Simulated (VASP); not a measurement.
# WS2 (P1) in VASP: notebook, part 3 of 3

VASP 6.6.1. Earlier steps stand in the parts before.

## 7. Single point, LDA

The input, INCAR:

```
PREC = Accurate
ENCUT = 520
EDIFF = 1E-6
ISMEAR = -1
SIGMA = 0.3
LREAL = False
LASPH = True
NELM = 80
ALGO = Normal
ISIF = 2
LWAVE = False
LCHARG = False
GGA = CA
NBANDS = 64
```

The input, KPOINTS:

```
Automatic mesh
0
Gamma
  2 2 2
```

The input, POSCAR:

```
WS2
1.0
   -3.3086040000     -1.9102230000      6.4572600000
    3.3086040000     -1.9102230000      6.4572600000
    0.0000000000      3.8204460000      6.4572600000
W S
4 8
Direct
   -0.0473881017     -0.0488690889      0.0687687512
    0.4104985488      0.4842758881      0.0654161083
    0.4110430307      0.0100279803      0.5227503621
   -0.0613565274      0.4866691656      0.5617778615
    0.1631171304      0.2637638080      0.3014930159
    0.3723406118      0.3694390859      0.4918704883
    0.6910423022      0.6933997919      0.3469733979
    0.8346200909      0.8659928390      0.5292182988
    0.7084069932      0.2350049179      0.7846275359
    0.8147660407      0.3473181382      1.0093166940
    0.1736151618      0.7346372726      0.8347624047
    0.3369034866      0.8811813754      0.9729528226
```

Potentials or basis: VASP PAW LDA potentials, release 64 (W_sv, S).

On the command line:

```console
> cat potpaw_LDA.64/W_sv/POTCAR potpaw_LDA.64/S/POTCAR > POTCAR
> mpirun -np 1 vasp_std > vasp.out
```

OUTCAR:

```text
PREC = Accurate
   ENCUT = 520
   EDIFF = 1E-6
   ISMEAR = -1
   LREAL = False
   LASPH = True
   NELM = 80
   ISIF = 2
   GGA = CA

 ion  position               nearest neighbor table
   1  0.953  0.951  0.069-  11 2.26  12 2.28  10 2.30   7 2.58   9 2.63   8 2.72   2 3.06   4 3.17
                             3 3.32   3 3.35   4 3.45
   2  0.410  0.484  0.065-  11 2.32   5 2.34  12 2.36  10 2.36   6 2.62   9 2.62   1 3.06   3 3.08
                             4 3.21   4 3.42
   3  0.411  0.010  0.523-   5 2.33   6 2.40   7 2.48  11 2.53  12 2.65   8 2.68   2 3.08   4 3.16
                             1 3.32   1 3.35   4 3.49
   4  0.939  0.487  0.562-   8 2.33   7 2.35   9 2.44   5 2.44  10 2.51   6 2.57   3 3.16   1 3.17
                             2 3.21   2 3.42   1 3.45   3 3.49
   5  0.163  0.264  0.301-   3 2.33   2 2.34   4 2.44
   6  0.372  0.369  0.492-   3 2.40   4 2.57   2 2.62
   7  0.691  0.693  0.347-   4 2.35   3 2.48   1 2.58
   8  0.835  0.866  0.529-   4 2.33   3 2.68   1 2.72
   9  0.708  0.235  0.785-   4 2.44   2 2.62   1 2.63
  10  0.815  0.347  0.009-   1 2.30   2 2.36   4 2.51
  11  0.174  0.735  0.835-   1 2.26   2 2.32   3 2.53
  12  0.337  0.881  0.973-   1 2.28   2 2.36   3 2.65
[... 732 lines left out ...]

  FORCE on cell =-STRESS in cart. coord.  units (eV):
  Direction    XX          YY          ZZ          XY          YZ          ZX
  --------------------------------------------------------------------------------------
  -------------------------------------------------------------------------------------
  Total      -13.6071607    -19.7858403     -4.1061498     -0.1894725     -5.3207623      2.5323641
  in kB      -89.0327343   -129.4603265    -26.8668649     -1.2397339    -34.8141710     16.5694593
  external PRESSURE =     -81.7866419 kB  Pullay stress =       0.0000000 kB

 VOLUME and BASIS-vectors are now :
 -----------------------------------------------------------------------------
  energy-cutoff  :      520.00
  volume of cell :      244.87
      direct lattice vectors                 reciprocal lattice vectors
    -3.308604000 -1.910223000  6.457260000    -0.151121137 -0.087249848  0.051621482
     3.308604000 -1.910223000  6.457260000     0.151121137 -0.087249848  0.051621482
     0.000000000  3.820446000  6.457260000     0.000000000  0.174499696  0.051621482

 POSITION                                       TOTAL-FORCE (eV/Angst)
 -----------------------------------------------------------------------------------
     -0.00490     -3.37385     12.73702         2.624988      2.838285     -1.187135
      0.24410     -1.45930      6.20020        -1.724069      0.253855      0.649923
     -1.32680      1.19280      6.09450        -2.438545      2.740343      2.221652
     -1.49540     -0.57642     12.83116        -1.527690      1.320200     -0.059103
      0.33300      0.33640      4.70330        -0.268023      0.411596     -0.161576
     -0.00960      0.46220      7.96600         1.383574     -0.540985     -2.089060
      0.00780     -1.31900     11.18020         1.393143     -1.621940      0.629851
      0.10380     -1.22670     14.39860         0.730732     -1.592250     -1.482653
     -1.56630      1.19550     11.15840         0.167133      1.321364      0.894752
     -1.54660     -2.18425      7.56404         0.391230     -1.871808      1.820861
      1.85620      1.45420     11.25510        -0.369096     -1.994512     -2.154074
      1.80080      1.39030     14.14810        -0.363377     -1.264147      0.916563
 -----------------------------------------------------------------------------------
    total drift:                               -0.000171      0.000211     -0.000396

  FREE ENERGIE OF THE ION-ELECTRON SYSTEM (eV)
  ---------------------------------------------------
  free  energy   TOTEN  =      -101.0622284775 eV

  energy  without entropy=     -100.2652767896  energy(sigma->0) =     -100.66375263
```

OSZICAR:

```text
N       E                     dE             d eps       ncg     rms          rms(c)
DAV:   1     0.107913081370E+04    0.10791E+04   -0.54029E+04  1128   0.159E+03
DAV:   2    -0.235389873675E+02   -0.11027E+04   -0.10726E+04  1200   0.438E+02
DAV:   3    -0.104591494054E+03   -0.81053E+02   -0.79497E+02  1264   0.113E+02
DAV:   4    -0.107228745243E+03   -0.26373E+01   -0.26174E+01  1272   0.203E+01
DAV:   5    -0.107307673869E+03   -0.78929E-01   -0.78711E-01  1288   0.362E+00    0.489E+01
DAV:   6    -0.102104081703E+03    0.52036E+01   -0.30968E+01  1264   0.228E+01    0.218E+01
DAV:   7    -0.101503697012E+03    0.60038E+00   -0.92043E+00  1216   0.115E+01    0.107E+01
DAV:   8    -0.101240896162E+03    0.26280E+00   -0.27929E+00  1264   0.661E+00    0.409E+00
DAV:   9    -0.101068160219E+03    0.17274E+00   -0.10192E+00  1304   0.367E+00    0.149E+00
DAV:  10    -0.101063757306E+03    0.44029E-02   -0.57141E-02  1224   0.116E+00    0.620E-01
DAV:  11    -0.101062860583E+03    0.89672E-03   -0.12505E-02  1304   0.691E-01    0.320E-01
DAV:  12    -0.101062287639E+03    0.57294E-03   -0.46741E-03  1320   0.417E-01    0.161E-01
DAV:  13    -0.101062230085E+03    0.57554E-04   -0.50029E-04  1280   0.135E-01    0.794E-02
DAV:  14    -0.101062225714E+03    0.43704E-05   -0.96716E-05  1272   0.445E-02    0.310E-02
DAV:  15    -0.101062228418E+03   -0.27033E-05   -0.12804E-05  1264   0.153E-02    0.825E-03
DAV:  16    -0.101062228478E+03   -0.59781E-07   -0.15024E-06   736   0.577E-03
   1 F= -.10106223E+03 E0= -.10066375E+03  d E =-.796952E+00
```

stdout:

```text
POSCAR found type information on POSCAR W S
 POSCAR found :  2 types and      12 ions
 scaLAPACK will be used
 LDA part: xc-table for (Slater(with rela. corr.)+CA(PZ))
 , standard interpolation
 POSCAR, INCAR and KPOINTS ok, starting setup
 FFT: planning ... GRIDC
 FFT: planning ... GRID_SOFT
 FFT: planning ... GRID
 WAVECAR not read
 entering main loop
```

It took 6.2 min on 1 thread of Intel Xeon 8259CL, shared host; peak memory 0.37 GiB.

What came out:

- Free energy: -101.0622 eV
- Pressure: -8.2 GPa
- Largest force: 4.289 eV/Å
- Band gap on the k mesh: 0.49 eV (least direct gap 0.83 eV)

Forces in eV/Å, atoms in the order of the input:
```
W    2.625  2.838 -1.187
W   -1.724  0.254  0.650
W   -2.439  2.740  2.222
W   -1.528  1.320 -0.059
S   -0.268  0.412 -0.162
S    1.384 -0.541 -2.089
S    1.393 -1.622  0.630
S    0.731 -1.592 -1.483
S    0.167  1.321  0.895
S    0.391 -1.872  1.821
S   -0.369 -1.995 -2.154
S   -0.363 -1.264  0.917
```

Caveat: the k points lie up to 0.57 Å⁻¹ apart; the atoms stand as in a frame of molecular dynamics; so wide a smearing shifts energies and pressures; spin-orbit coupling is left out, which moves the levels of the heavy elements; forces of over 1 eV/Å act on the atoms, so gaps and moduli don't describe the material at rest. A k mesh can miss the band edges.

## 8. Summary

```csv
cell,gap on the mesh (eV),pressure (GPa),largest force (eV/Å)
"as given, atomic positions A",0.20,-5.6,6.05
"as given, atomic positions B",0.06,-11.9,3.89
"as given, atomic positions C",0.15,-3.3,7.10
"as given, atomic positions D",0.65,-4.4,4.84
"as given, atomic positions E",0.45,-7.7,3.78
"as given, atomic positions F",0.49,-8.2,4.29
```

Alike in all rows: task single point; level LDA; potentials or basis VASP PAW LDA potentials, release 64 (W_sv, S); no spin polarisation; k mesh 2 × 2 × 2; cutoff (eV) 520; smearing fermi-dirac 0.3 eV.

Caveats: all runs use coarse meshes; so wide a smearing shifts energies and pressures; spin-orbit coupling is left out, which moves the levels of the heavy elements; forces of over 1 eV/Å act on the atoms, so gaps and moduli don't describe the material at rest; the atoms stand as in a frame of molecular dynamics (at least some runs); the smearing spreads over this small gap (at least some runs).

Total energies depend on the potentials used, so only differences within one code and one set of settings carry meaning.
